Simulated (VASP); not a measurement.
# TmHOs (P4/mmm) in VASP: notebook

Runs on TmHOs. Level: PBE. Tasks: relaxation of shape and atoms at fixed volume, relaxation of cell and atoms.

Everything below comes from runs of VASP 6.6.1. Logs are shortened: lines on timing, memory, paths and dates and some standing lists are left out, and cuts for length are marked.

## Step 1: The cell of the first run

The structure is tetragonal, space group P4/mmm (No. 123). The conventional cell has a = 3.269 Å, b = 3.269 Å, c = 3.513 Å, α = 90.00°, β = 90.00°, γ = 90.00°. Tm (site symmetry 4/mmm) has 4 H at 2.31 Å and 8 Os at 2.90 Å within 3.1 Å. H (site symmetry 4/mmm) has 2 Os at 1.76 Å and 4 Tm at 2.31 Å within 2.4 Å. Os (site symmetry 4/mmm) has 2 H at 1.76 Å within 2.3 Å.

## Step 2: Relaxation of shape and atoms at fixed volume, PBE (12.52 Å³/atom)

File INCAR:

```
SYSTEM = TmHOs
PREC = Accurate
ENCUT = 600
EDIFF = 1E-7
ISMEAR = 0
SIGMA = 0.1
LREAL = .FALSE.
LASPH = .TRUE.
NELM = 200
ALGO = Normal
ISIF = 4
LWAVE = .FALSE.
LCHARG = .FALSE.
GGA = PE
IBRION = 2
NSW = 50
EDIFFG = -0.01
GGA_COMPAT = .FALSE.
NELMIN = 4
LMAXMIX = 6
```

File KPOINTS:

```
regular mesh
0
G
  10 10 10
  0 0 0
```

File POSCAR:

```
TmHOs
1.0
    3.2691823196      0.0000000000      0.0000000000
    0.0000000000      3.2691823196      0.0000000000
    0.0000000000      0.0000000000      3.5134591390
Tm H Os
1 1 1
Direct
    0.5000000000      0.5000000000      0.5000000000
    0.0000000000      0.0000000000      0.5000000000
    0.0000000000      0.0000000000      0.0000000000
```

Potentials or basis: VASP PAW PBE potentials, release 64 (Tm_3, H, Os), 4f in core.

Run with:

```console
$ cat potpaw_PBE.64/Tm_3/POTCAR potpaw_PBE.64/H/POTCAR potpaw_PBE.64/Os/POTCAR > POTCAR
$ mpirun -np 1 vasp_std > vasp.out
```

OUTCAR:

```text
SYSTEM = TmHOs
   PREC = Accurate
   ENCUT = 600
   EDIFF = 1E-7
   ISMEAR = 0
   LREAL = .FALSE.
   LASPH = .TRUE.
   NELM = 200
   ISIF = 4
   GGA = PE
   IBRION = 2
   NSW = 50
   EDIFFG = -0.01
   NELMIN = 4

 ion  position               nearest neighbor table
   1  0.500  0.500  0.500-   2 2.31   2 2.31   2 2.31   2 2.31   3 2.90   3 2.90   3 2.90   3 2.90
                             3 2.90   3 2.90   3 2.90   3 2.90
   2  0.000  0.000  0.500-   3 1.76   3 1.76   1 2.31   1 2.31   1 2.31   1 2.31
   3  0.000  0.000  0.000-   2 1.76   2 1.76   1 2.90   1 2.90   1 2.90   1 2.90   1 2.90   1 2.90
                             1 2.90   1 2.90

  LATTYP: Found a simple tetragonal cell.
 ALAT       =     3.2691823196
 C/A-ratio  =     1.0747210756

  Lattice vectors:

 A1 = (   3.2691823196,   0.0000000000,   0.0000000000)
 A2 = (   0.0000000000,   3.2691823196,   0.0000000000)
 A3 = (   0.0000000000,   0.0000000000,   3.5134591390)

Analysis of symmetry for initial positions (statically):
=====================================================================
 Subroutine PRICEL returns:
 Original cell was already a primitive cell.

 Routine SETGRP: Setting up the symmetry group for a
 simple tetragonal supercell.

 Subroutine GETGRP returns: Found 16 space group operations
 (whereof 16 operations were pure point group operations)
 out of a pool of 16 trial point group operations.

The static configuration has the point symmetry D_4h.

Analysis of symmetry for dynamics (positions and initial velocities):
=====================================================================
 Subroutine PRICEL returns:
 Original cell was already a primitive cell.

 Routine SETGRP: Setting up the symmetry group for a
 simple tetragonal supercell.

 Subroutine GETGRP returns: Found 16 space group operations
 (whereof 16 operations were pure point group operations)
 out of a pool of 16 trial point group operations.

The dynamic configuration has the point symmetry D_4h.

 Subroutine INISYM returns: Found 16 space group operations
 (whereof 16 operations are pure point group operations),
 and found     1 'primitive' translations

----------------------------------------------------------------------------------------

                                     Primitive cell

  volume of cell :      37.5503

  direct lattice vectors                    reciprocal lattice vectors
     3.269182320  0.000000000  0.000000000     0.305886886  0.000000000  0.000000000
     0.000000000  3.269182320  0.000000000     0.000000000  0.305886886  0.000000000
     0.000000000  0.000000000  3.513459139     0.000000000  0.000000000  0.284619789

  length of vectors
[... 110 lines left out ...]
   LHFCALC =     F    Hartree Fock is set to
   AEXX    =    0.0000 exact exchange contribution
   IVDW    =     0    specifies the selected vdW correction
   LEPSILON=     F    determine dielectric tensor
   LRPA    =     F    only Hartree local field effects (RPA)
 conjugate gradient relaxation of ions
 non-spin polarized calculation
 Gauss-broadening in eV      SIGMA  =   0.10
  energy-cutoff  :      600.00
  volume of cell :       37.55
 maximum number of plane-waves:      1278
 NGX is ok and might be reduce to    28
   NGX = 13   NGY = 13   NGZ = 15

--------------------------------------- Ionic step        1  -------------------------------------------

 number of electron      18.0000000 magnetization

 Free energy of the ion-electron system (eV)
  ---------------------------------------------------
  ext. energy  EPLUGINS =         0.00000000
  ---------------------------------------------------
  free energy    TOTEN  =       -19.70383160 eV

  energy without entropy =      -19.69337312  energy(sigma->0) =      -19.69860236

------------------------ aborting loop because EDIFF is reached ----------------------------------------

  FORCE on cell =-STRESS in cart. coord.  units (eV):
  Direction    XX          YY          ZZ          XY          YZ          ZX
  --------------------------------------------------------------------------------------
  -------------------------------------------------------------------------------------
  Total        3.9000920      3.9000920      4.5020285      0.0000000      0.0000000     -0.0000000
  in kB      166.4072502    166.4072502    192.0903883      0.0000000      0.0000000     -0.0000000
  external PRESSURE =     174.9682962 kB  Pullay stress =       0.0000000 kB
[... 61 lines left out ...]
--------------------------------------- Ionic step        3  -------------------------------------------

 number of electron      18.0000000 magnetization

 Free energy of the ion-electron system (eV)
  ---------------------------------------------------
  ext. energy  EPLUGINS =         0.00000000
  ---------------------------------------------------
  free energy    TOTEN  =       -19.70890185 eV

  energy without entropy =      -19.69881766  energy(sigma->0) =      -19.70385975

 E-fermi :   5.7268     XC(G=0): -12.4049

 val. band max:        5.7082565056   @ k =   0.0000   0.0000   0.1000
 cond. band min:       5.7372099530   @ k =   0.3000   0.3000   0.4000
 fundamental gap:      0.0289534473
 Fermi energy:         5.7268253330

 k-point     1 :       0.0000    0.0000    0.0000
  band No.  band energies     occupation
      1     -18.2334      2.00000
      2     -18.2334      2.00000
      3     -18.2136      2.00000
      4      -4.5043      2.00000
      5       0.1765      2.00000
      6       1.8771      2.00000
      7       4.7269      2.00000
      8       4.7269      2.00000
      9       5.6694      1.58339
     10       8.6809      0.00000
     11       9.7626      0.00000
     12      12.2973      0.00000
     13      13.3161      0.00000
[... 354 lines left out ...]
  band No.  band energies     occupation
      1     -18.5166      2.00000
      2     -18.2284      2.00000
      3     -18.2141      2.00000
      4      -3.6409      2.00000
      5       0.8724      2.00000
      6       2.4642      2.00000
      7       4.4717      2.00000
      8       4.7786      2.00000
      9       5.5330      1.99386
     10       8.1615      0.00000
     11       9.0791      0.00000
     12       9.6704      0.00000
     13      10.2959      0.00000

 [... further k-points ...]

------------------------ aborting loop because EDIFF is reached ----------------------------------------

  FORCE on cell =-STRESS in cart. coord.  units (eV):
  Direction    XX          YY          ZZ          XY          YZ          ZX
  --------------------------------------------------------------------------------------
  -------------------------------------------------------------------------------------
  Total        3.9155597      3.9155597      3.8869510      0.0000000      0.0000000      0.0000000
  in kB      167.0672175    167.0672175    165.8465570      0.0000000      0.0000000      0.0000000
  external PRESSURE =     166.6603306 kB  Pullay stress =       0.0000000 kB
[... 18 lines left out ...]
  FREE ENERGIE OF THE ION-ELECTRON SYSTEM (eV)
  ---------------------------------------------------
  free  energy   TOTEN  =       -19.7089018476 eV

  energy  without entropy=      -19.6988176567  energy(sigma->0) =      -19.70385975

 reached required accuracy - stopping structural energy minimisation
```

Run time: 1.9 min. Hardware: 1 thread of Intel Xeon Platinum 8375C at 2.90GHz (Ice Lake), shared host; peak memory 0.24 GiB.

What came out:

```yaml
Free_energy: -19.7089 eV
Energy_gained_by_relaxing: 1.7 meV/atom
Ionic_steps: 3
Pressure_after_relaxing: 16.7 GPa
Band_gap_on_the_k_mesh: zero (bands 9 and 10 overlap by 2.74 eV)
```

Stress tensor (GPa, compression positive):
```
16.71  0.00  0.00
 0.00 16.71  0.00
 0.00  0.00 16.58
```

The path:
```
step  energy change (eV)  largest force (eV/Å)  pressure (GPa)  volume (Å³)
   1              0.0000                0.0000           17.50        37.55
   2             -0.0031                0.0000           17.19        37.55
   3             -0.0051                0.0000           16.67        37.55
```

Final structure:
```
Tm H Os
1.0
     3.24111    0.00000    0.00000
     0.00000    3.24111    0.00000
     0.00000    0.00000    3.57459
Tm H Os
1 1 1
Cartesian
  1.6206 1.6206 1.7873
  0.0000 0.0000 1.7873
  0.0000 0.0000 0.0000
```

Caveat: spin-orbit coupling is left out, which moves the levels of the heavy elements; the 4f electrons are frozen in the core, so they carry no moment and show no levels.

## Step 3: Relaxation of shape and atoms at fixed volume, PBE (12.93 Å³/atom)

This run uses another cell than the first one, of 12.93 Å³/atom.

File INCAR:

```
SYSTEM = TmHOs
PREC = Accurate ; ENCUT = 600
EDIFF = 1E-7 ; ISMEAR = 0
SIGMA = 0.1 ; LREAL = .FALSE.
LASPH = .TRUE. ; NELM = 200
ALGO = Normal ; ISIF = 4
LWAVE = .FALSE. ; LCHARG = .FALSE.
GGA = PE ; IBRION = 2
NSW = 50 ; EDIFFG = -0.01
GGA_COMPAT = .FALSE. ; NELMIN = 4
LMAXMIX = 6
```

KPOINTS is that of step 2.

File POSCAR:

```
TmHOs
1.0
    3.3253571552      0.0000000000      0.0000000000
    0.0000000000      3.3253571552      0.0000000000
    0.0000000000      0.0000000000      3.5077049657
Tm H Os
1 1 1
Direct
    0.5000000000      0.5000000000      0.5000000000
    0.0000000000      0.0000000000      0.5000000000
    0.0000000000      0.0000000000      0.0000000000
```

Potentials or basis: VASP PAW PBE potentials, release 64 (Tm_3, H, Os), 4f in core.

Run with:

```console
$ cat potpaw_PBE.64/Tm_3/POTCAR potpaw_PBE.64/H/POTCAR potpaw_PBE.64/Os/POTCAR > POTCAR
$ mpirun -np 1 vasp_std > vasp.out
```

Run time: 2.4 min. Hardware: 1 thread of Intel Xeon Platinum 8375C at 2.90GHz (Ice Lake), shared host; peak memory 0.24 GiB.

It converged, with:

```yaml
Free_energy: -19.8131 eV
Energy_gained_by_relaxing: 2.0 meV/atom
Ionic_steps: 3
Pressure_after_relaxing: 10.5 GPa
Band_gap_on_the_k_mesh: zero (bands 9 and 10 overlap by 2.41 eV)
```

Stress tensor (GPa, compression positive):
```
10.44  0.00  0.00
 0.00 10.44  0.00
 0.00  0.00 10.56
```

The path:
| step | energy change (eV) | largest force (eV/Å) | pressure (GPa) | volume (Å³) |
| --- | --- | --- | --- | --- |
| 1 | 0.0000 | 0.0000 | 11.37 | 38.79 |
| 2 | -0.0036 | 0.0000 | 11.02 | 38.79 |
| 3 | -0.0060 | 0.0000 | 10.48 | 38.79 |

Final structure:
```yaml
crystal:
  lattice:
    - [3.29514, 0.00000, 0.00000]
    - [0.00000, 3.29514, 0.00000]
    - [0.00000, 0.00000, 3.57233]
  atoms:
    - { symbol: Tm, position: [0.50000, 0.50000, 0.50000] }
    - { symbol: H, position: [0.00000, 0.00000, 0.50000] }
    - { symbol: Os, position: [0.00000, 0.00000, 0.00000] }
```

Levels at points of the mesh, in eV from the Fermi level:
```
           k point  band 5  band 6  band 7  band 8  band 9  band 10  band 11  band 12  band 13
(0.00, 0.00, 0.00)   -5.38   -3.69   -0.97   -0.97   -0.14     3.02     3.84     6.57     7.35
(0.50, 0.00, 0.00)   -2.95   -2.90   -1.36   -0.64   -0.31     0.77     1.83     1.98     2.42
(0.50, 0.50, 0.00)   -3.75   -2.69   -2.69    1.37    1.69     1.96     1.96     5.46     7.41
(0.00, 0.00, 0.50)   -3.90   -2.48   -1.03   -1.03   -0.60     0.33     0.41     3.49     3.49
(0.50, 0.00, 0.50)   -4.49   -4.36   -2.27   -1.69   -0.73     1.53     1.73     3.80     6.80
(0.50, 0.50, 0.50)   -2.19   -2.19   -1.97   -0.54   -0.54    -0.42     1.42     3.79     7.65
```

Caveat: spin-orbit coupling is left out, which moves the levels of the heavy elements; the 4f electrons are frozen in the core, so they carry no moment and show no levels. Spin polarisation is off, so any magnetic state and its effect on volume and gap are missing.

## Step 4: Relaxation of shape and atoms at fixed volume, PBE (13.34 Å³/atom)

This run uses another cell than the first one, of 13.34 Å³/atom.

File INCAR:

```
ALGO = Normal
EDIFF = 1E-7
EDIFFG = -0.01
ENCUT = 600
GGA = PE
GGA_COMPAT = False
IBRION = 2
ISIF = 4
ISMEAR = 0
LASPH = True
LCHARG = False
LMAXMIX = 6
LREAL = False
LWAVE = False
NELM = 200
NELMIN = 4
NSW = 50
PREC = Accurate
SIGMA = 0.1
```

File KPOINTS:

```
k-points
0
Gamma
  10 10 10
```

File POSCAR:

```
TmHOs
1.0
    3.3743590581      0.0000000000      0.0000000000
    0.0000000000      3.3743590581      0.0000000000
    0.0000000000      0.0000000000      3.5152882782
Tm H Os
1 1 1
Direct
    0.5000000000      0.5000000000      0.5000000000
    0.0000000000      0.0000000000      0.5000000000
    0.0000000000      0.0000000000      0.0000000000
```

Run with:

```console
$ cat potpaw_PBE.64/Tm_3/POTCAR potpaw_PBE.64/H/POTCAR potpaw_PBE.64/Os/POTCAR > POTCAR
$ mpirun -np 1 vasp_std > vasp.out
```

It took 3.6 min on 1 thread of Intel Xeon Platinum 8375C at 2.90GHz (Ice Lake), shared host; peak memory 0.25 GiB.

Results (log left out):

```yaml
Free_energy: -19.8731 eV
Energy_gained_by_relaxing: 1.4 meV/atom
Ionic_steps: 4
Pressure_after_relaxing: 5.2 GPa
Band_gap_on_the_k_mesh: zero (bands 9 and 10 overlap by 2.11 eV)
```

The path:
```
step  energy change (eV)  largest force (eV/Å)  pressure (GPa)  volume (Å³)
   1              0.0000                0.0000            5.98        40.03
   2             -0.0028                0.0000            5.68        40.03
   3             -0.0043                0.0000            5.31        40.03
   4             -0.0043                0.0000            5.22        40.03
```

Final structure:
```
CELL_PARAMETERS angstrom
3.34813 0.00000 0.00000
0.00000 3.34813 0.00000
0.00000 0.00000 3.57059
ATOMIC_POSITIONS crystal
Tm 0.50000 0.50000 0.50000
H 0.00000 0.00000 0.50000
Os 0.00000 0.00000 0.00000
```

Levels at points of the mesh, in eV from the Fermi level:
| k point | band 6 | band 7 | band 8 | band 9 | band 10 | band 11 | band 12 | band 13 |
| --- | --- | --- | --- | --- | --- | --- | --- | --- |
| (0.00, 0.00, 0.00) | -3.54 | -0.94 | -0.94 | -0.21 | 3.07 | 3.65 | 6.57 | 7.12 |
| (0.50, 0.00, 0.00) | -2.86 | -1.30 | -0.64 | -0.33 | 0.82 | 1.64 | 2.12 | 2.35 |
| (0.50, 0.50, 0.00) | -2.51 | -2.51 | 1.24 | 1.45 | 1.75 | 1.75 | 5.15 | 7.16 |
| (0.00, 0.00, 0.50) | -2.33 | -1.09 | -1.09 | -0.56 | 0.26 | 0.51 | 3.34 | 3.34 |
| (0.50, 0.00, 0.50) | -4.26 | -2.27 | -1.65 | -0.67 | 1.38 | 1.67 | 3.81 | 6.65 |
| (0.50, 0.50, 0.50) | -2.21 | -1.88 | -0.51 | -0.51 | -0.41 | 1.30 | 3.48 | 7.60 |

Caveat: spin-orbit coupling is left out, which moves the levels of the heavy elements; the 4f electrons are frozen in the core, so they carry no moment and show no levels. Spin polarisation is off, so any magnetic state and its effect on volume and gap are missing.

## Step 5: Relaxation of cell and atoms, PBE

This run uses another cell than the first one, of 13.70 Å³/atom.

File INCAR:

```
PREC = Accurate
ENCUT = 600
EDIFF = 1E-7
ISMEAR = 0
SIGMA = 0.1
LREAL = False
LASPH = True
NELM = 200
ALGO = Normal
ISIF = 3
LWAVE = False
LCHARG = False
GGA = PE
IBRION = 2
NSW = 100
EDIFFG = -0.01
GGA_COMPAT = False
NELMIN = 4
LMAXMIX = 6
```

File KPOINTS:

```
regular mesh
0
Gamma
  10 10 10
```

File POSCAR:

```
TmHOs
1.0
    3.3519023045      0.0000000000      0.0000000000
    0.0000000000      3.3519023045      0.0000000000
    0.0000000000      0.0000000000      3.6593881176
Tm H Os
1 1 1
Direct
    0.5000000000      0.5000000000      0.5000000000
    0.0000000000      0.0000000000      0.5000000000
    0.0000000000      0.0000000000      0.0000000000
```

Run with:

```console
$ cat potpaw_PBE.64/Tm_3/POTCAR potpaw_PBE.64/H/POTCAR potpaw_PBE.64/Os/POTCAR > POTCAR
$ mpirun -np 1 vasp_std > vasp.out
```

Wall time 7.9 min (1 thread of Intel Xeon Platinum 8375C at 2.90GHz (Ice Lake), shared host); peak memory 0.26 GiB.

Results (log left out):

* Free energy: -19.8964 eV
* Relaxed volume: 13.83 Å³/atom
* Relaxed cell: a = 3.409 Å, b = 3.409 Å, c = 3.570 Å, α = 90.00°, β = 90.00°, γ = 90.00°
* Space group after relaxing (to 0.1 Å): P4/mmm (No. 123)
* Energy gained by relaxing: 3.6 meV/atom
* Ionic steps: 8
* Pressure after relaxing: 0.0 GPa
* Band gap on the k mesh: zero (bands 9 and 10 overlap by 1.81 eV)

The path:
| step | energy change (eV) | largest force (eV/Å) | pressure (GPa) | volume (Å³) |
| --- | --- | --- | --- | --- |
| 1 | 0.0000 | 0.0000 | 0.21 | 41.11 |
| 2 | -0.0054 | 0.0000 | 0.16 | 41.22 |
| 3 | -0.0102 | 0.0000 | 0.15 | 41.52 |
| 4 | -0.0108 | 0.0000 | 0.13 | 41.44 |
| 5 | -0.0108 | 0.0000 | 0.12 | 41.45 |
| 6 | -0.0108 | 0.0000 | 0.14 | 41.46 |
| 7 | -0.0107 | 0.0000 | -0.28 | 41.57 |
| 8 | -0.0108 | 0.0000 | 0.01 | 41.49 |

Final structure:
```xyz
3
Lattice="3.4092 0.0000 0.0000 0.0000 3.4092 0.0000 0.0000 0.0000 3.5698" Properties=species:S:1:pos:R:3 pbc="T T T"
Tm    1.7046    1.7046    1.7849
H     0.0000    0.0000    1.7849
Os    0.0000    0.0000    3.5698
```

Levels at points of the mesh, in eV from the Fermi level:
```tsv
k point	band 5	band 6	band 7	band 8	band 9	band 10	band 11	band 12	band 13
(0.00, 0.00, 0.00)	-5.07	-3.37	-0.90	-0.90	-0.29	3.12	3.45	6.58	6.87
(0.50, 0.00, 0.00)	-2.90	-2.76	-1.23	-0.64	-0.35	0.88	1.44	2.26	2.27
(0.50, 0.50, 0.00)	-3.47	-2.32	-2.32	1.11	1.19	1.53	1.53	4.80	6.90
(0.00, 0.00, 0.50)	-3.72	-2.17	-1.16	-1.16	-0.52	0.20	0.62	3.17	3.17
(0.50, 0.00, 0.50)	-4.15	-4.14	-2.26	-1.61	-0.61	1.23	1.60	3.80	6.47
(0.50, 0.50, 0.50)	-2.23	-2.23	-1.79	-0.48	-0.48	-0.39	1.17	3.16	7.51
```

Caveat: spin-orbit coupling is left out, which moves the levels of the heavy elements; the 4f electrons are frozen in the core, so they carry no moment and show no levels. Spin polarisation is off, so any magnetic state and its effect on volume and gap are missing.

## Step 6: Overview

| task | cell | gap on the mesh (eV) | pressure (GPa) |
| --- | --- | --- | --- |
| relaxation of shape and atoms at fixed volume | relaxed from a = 3.269, b = 3.269, c = 3.513 Å, 3 atoms | none | 16.7 |
| relaxation of shape and atoms at fixed volume | relaxed from a = 3.325, b = 3.325, c = 3.508 Å, 3 atoms | none | 10.5 |
| relaxation of shape and atoms at fixed volume | relaxed from a = 3.374, b = 3.374, c = 3.515 Å, 3 atoms | none | 5.2 |
| relaxation of cell and atoms | relaxed from a = 3.352, b = 3.352, c = 3.659 Å, 3 atoms | none | 0.0 |

Alike in all rows: level PBE; potentials or basis VASP PAW PBE potentials, release 64 (Tm_3, H, Os), 4f in core; no spin polarisation; k mesh 10 × 10 × 10; cutoff (eV) 600; smearing gaussian 0.1 eV.

Caveats: spin-orbit coupling is left out, which moves the levels of the heavy elements; the 4f electrons are frozen in the core, so they carry no moment and show no levels.

Total energies depend on the potentials used, so only differences within one code and one set of settings carry meaning.

The gap in the log of VASP goes by the Fermi energy; the results here count the filled bands.